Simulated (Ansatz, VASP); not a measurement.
# One calculation of Hf, two programs

```
CELL_PARAMETERS angstrom
5.01402 0.00000 0.00000
-2.50701 4.34227 0.00000
0.00000 0.00000 3.10869
ATOMIC_POSITIONS crystal
Hf 0.00000 0.00000 0.00000
Hf 0.33333 0.66667 0.50000
Hf 0.66667 0.33333 0.50000
```

Alike in both runs: task relaxation of cell and atoms; functional PBE; k mesh 8 × 8 × 11; occupations fermi-dirac, width 0.08 eV; no spin polarisation.

```csv
,VASP,Ansatz
version,VASP 6.6.1,Ansatz 0.2.0
potentials or method,"VASP PAW PBE potentials, release 64 (Hf_pv)","PAW with Ansatz's default frozen-core files, scalar-relativistic"
plane-wave cutoff (eV),600,420
valence electrons in the cell,30,78
```

```csv
,VASP,Ansatz,Ansatz less VASP
relaxed volume (Å³/atom),22.24,22.33,+0.093
relaxed cell length with the largest relative difference (Å),4.985,4.993,+0.0087
```

VASP's potentials hold 30 valence electrons a cell and Ansatz's 78, so a difference there can come from the potentials and not from the codes.

Spin-orbit coupling is off throughout.
